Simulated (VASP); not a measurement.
Here is a VASP 6.6.1 calculation.

File POSCAR:

```
NaH
1.0
    0.0000000000      2.5969210608      2.5969210608
    2.5969210608      0.0000000000      2.5969210608
    2.5969210608      2.5969210608      0.0000000000
Na H
1 1
Direct
    0.0000000000      0.0000000000      0.0000000000
    0.2500000000      0.2500000000      0.2500000000
```

INCAR.step1

```
PREC = Accurate ; ENCUT = 600
EDIFF = 1E-5 ; ISMEAR = -1
SIGMA = 0.02 ; LREAL = False
LASPH = True ; NELM = 60
ALGO = Normal ; LWAVE = True
LCHARG = False ; GGA = PE
NBANDS = 11
```

INCAR.step2

```
PREC = Accurate ; ENCUT = 600
EDIFF = 1E-6 ; ISMEAR = -1
SIGMA = 0.02 ; LREAL = False
LASPH = True ; NELM = 60
ALGO = Normal ; ISIF = 3
LWAVE = False ; LCHARG = False
GGA = PE ; LHFCALC = True
HFSCREEN = 0.2079 ; PRECFOCK = Normal
IBRION = 2 ; NSW = 80
EDIFFG = -0.005 ; ISTART = 1
```

File KPOINTS:

```
Automatic mesh
0
Gamma
  6 6 6
```

Potentials or basis: VASP PAW PBE potentials, release 64 (Na_pv, H).

Run with:

```console
$ cat potpaw_PBE.64/Na_pv/POTCAR potpaw_PBE.64/H/POTCAR > POTCAR
$ cp INCAR.step1 INCAR
$ mpirun -np 1 vasp_std > vasp.out
$ cp INCAR.step2 INCAR
$ mpirun -np 1 vasp_std > vasp.out
```

(1) What does it give for the space group after relaxing (to 0.1 Å)?

(2) What does it give for the relaxed cell?

(3) Estimate the band gap on the k mesh.

Results:

(1) F-43m (No. 216).

(2) a = 3.674 Å, b = 3.674 Å, c = 3.674 Å, α = 60.00°, β = 60.00°, γ = 60.00°.

(3) 4.63 eV (least direct gap 5.37 eV).
